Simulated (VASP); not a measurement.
A run of VASP 6.6.1 is set up as follows.

Contents of INCAR:

```
SYSTEM = Zn
PREC = Accurate
ENCUT = 520
EDIFF = 1E-6
ISMEAR = -1
SIGMA = 0.05
LREAL = .False.
LASPH = .True.
NELM = 80
ALGO = Normal
ISIF = 2
LWAVE = .False.
LCHARG = .False.
NBANDS = 19
```

KPOINTS

```
Automatic mesh
0
Gamma
  20 20 10
  0 0 0
```

Contents of POSCAR:

```
Zn
1.0
    2.5757075675      0.0000000000      0.0000000000
   -1.2878537838      2.2306281862      0.0000000000
    0.0000000000      0.0000000000      4.5055033858
Zn
2
Direct
    0.3333333333      0.6666666667      0.2500000000
    0.6666666667      0.3333333333      0.7500000000
```

Potentials or basis: VASP PAW LDA potentials, release 64 (Zn).

Launch:

```bash
$ cat potpaw_LDA.64/Zn/POTCAR > POTCAR
$ mpirun -np 1 vasp_std > vasp.out
```

Q: Estimate the pressure.

A: 4.8 GPa.

Q: What does it give for the band gap on the k mesh?

A: Zero (band 12 reaches 5.95 eV, above the bottom of band 13 at 1.98 eV).

Stress tensor (GPa, compression positive):
```
4.92 0.00 0.00
0.00 4.92 0.00
0.00 0.00 4.64
```
